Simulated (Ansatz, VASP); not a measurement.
## TiAl: VASP beside Ansatz

```
Ti Al
1.0
     3.15772    0.00000    0.00000
     0.00000    3.15772    0.00000
     0.00000    0.00000    3.15772
Ti Al
1 1
Direct
  0.50000 0.50000 0.50000
  0.00000 0.00000 0.00000
```

Alike in both runs: task single point; functional PBEsol; k mesh 7 × 7 × 7; occupations fermi-dirac, width 0.15 eV; no spin polarisation.

|  | VASP | Ansatz |
| --- | --- | --- |
| version | VASP 6.6.1 | Ansatz 0.2.0 |
| potentials or method | VASP PAW PBE potentials, release 64 (Ti_sv, Al) | plane waves, PAW |
| plane-wave cutoff (eV) | 500 | 420 |
| valence electrons in the cell | 15 | 15 |

|  | VASP | Ansatz | Ansatz less VASP |
| --- | --- | --- | --- |
| pressure (GPa) | 0.3 | 0.3 | 0.00 |

VASP's potentials were made for PBE, not for PBEsol.
